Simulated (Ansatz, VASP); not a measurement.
MoS2 in VASP and in Ansatz

```
CELL_PARAMETERS angstrom
3.12322 0.00000 0.00000
-1.56161 2.70479 0.00000
0.00000 0.00000 11.99141
ATOMIC_POSITIONS crystal
Mo 0.18514 0.66667 0.25000
Mo 0.81486 0.33333 0.75000
S 0.48051 0.66667 0.62050
S 0.51949 0.33333 0.12050
S 0.48051 0.66667 0.87950
S 0.51949 0.33333 0.37950
```

Change from the starting cell: mode 4 frozen in at -0.467 Å, equal normal strain along x, y and z -0.0083.

Alike in both runs: task single point; functional PBE; dispersion D3(BJ); k mesh 12 × 12 × 4; occupations gaussian, width 0.05 eV; no spin polarisation.

```csv
,VASP,Ansatz
version,VASP 6.6.1,Ansatz 0.2.0
potentials or method,"VASP PAW PBE potentials, release 64 (Mo_sv, S), cutoff 520 eV","scalar-relativistic, plane waves, PAW"
valence electrons in the cell,52,52
```

|  | VASP | Ansatz | Ansatz less VASP |
| --- | --- | --- | --- |
| gap on the k mesh at the Fermi level (eV) | 0.71 | 0.69 | -0.016 |
| least direct gap on the mesh (eV) | 1.79 | 1.79 | -0.004 |
| pressure (GPa) | 4.7 | 4.9 | +0.16 |
| traceless stress, the component that is largest in VASP (GPa) | 1.26 | 1.30 | +0.038 |
| rms of the force components (eV/Å) | 0.131 | 0.138 | +0.0069 |

Atom by atom the forces differ by 0.008 eV/Å (rms over components).
